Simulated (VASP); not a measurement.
Input of a VASP 6.6.1 run:

INCAR

```
SYSTEM = Cd
  PREC = Accurate
  ENCUT = 520
  EDIFF = 1E-7
  ISMEAR = 0
  SIGMA = 0.1
  LREAL = .FALSE.
  LASPH = .TRUE.
  NELM = 60
  ALGO = Normal
  ISIF = 2
  LWAVE = .FALSE.
  LCHARG = .FALSE.
  GGA = PE
  NBANDS = 12
```

File KPOINTS:

```
Automatic mesh
0
G
  6 6 6
  0 0 0
```

POSCAR

```
Cd
1.0
    1.6341323583      0.9434667570      2.4731947798
   -1.6341323583      0.9434667570      2.4731947798
    0.0000000000     -1.8869335139      2.4731947798
Cd
1
Direct
    0.0000000000      0.0000000000      0.0000000000
```

Potentials or basis: VASP PAW PBE potentials, release 64 (Cd).

The run is started by

```bash
$ cat potpaw_PBE.64/Cd/POTCAR > POTCAR
$ mpirun -np 1 vasp_std > vasp.out
```

**Question.** Predict the pressure.

**Answer.** 1.3 GPa.

**Question.** Estimate the band gap on the k mesh.

**Answer.** Zero (band 6 reaches 3.06 eV, above the bottom of band 7 at 0.84 eV).

Stress tensor (GPa, compression positive):
```
 3.92  0.00  0.00
 0.00  3.92  0.00
 0.00  0.00 -3.95
```

Caveat: the k points lie up to 0.40 Å⁻¹ apart.
